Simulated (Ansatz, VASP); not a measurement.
## Se: VASP beside Ansatz

```
Se
1.0
     5.79242    3.34426    1.50528
    -5.79242    3.34426    1.50528
     0.00000   -6.68851    1.50528
Se
6
Direct
  0.28066 0.16251 0.91818
  0.91818 0.28066 0.16251
  0.16251 0.91818 0.28066
  0.71934 0.83749 0.08182
  0.08182 0.71934 0.83749
  0.83749 0.08182 0.71934
```

Change from the starting cell: volume scaled by 1.06, crystal datasets.

Alike in both runs: task electric field gradients; functional PBE; k mesh 6 × 6 × 6; occupations fermi-dirac, width 0.01 eV; no spin polarisation.

|  | VASP | Ansatz |
| --- | --- | --- |
| version | VASP 6.6.1 | Ansatz 0.2.0 |
| potentials or method | VASP PAW PBE potentials, release 64 (Se), cutoff 520 eV | all-electron PAW with datasets made for the crystal, scalar-relativistic |

|  | VASP | Ansatz | Ansatz less VASP |
| --- | --- | --- | --- |
| gap on the k mesh at the Fermi level (eV) | 1.10 | 1.11 | +0.012 |
| pressure (GPa) | -0.3 | -0.4 | -0.10 |
| traceless stress, the component that is largest in VASP (GPa) | 0.81 | 0.85 | +0.033 |
| rms of the force components (eV/Å) | 0.096 | 0.112 | +0.0159 |
| size of Vzz on the site where it differs most (V/Å²) | 571.2 | 593.8 | +22.59 |

Atom by atom the forces differ by 0.018 eV/Å (rms over components). Ansatz ran all-electron here, and VASP with PAW potentials.
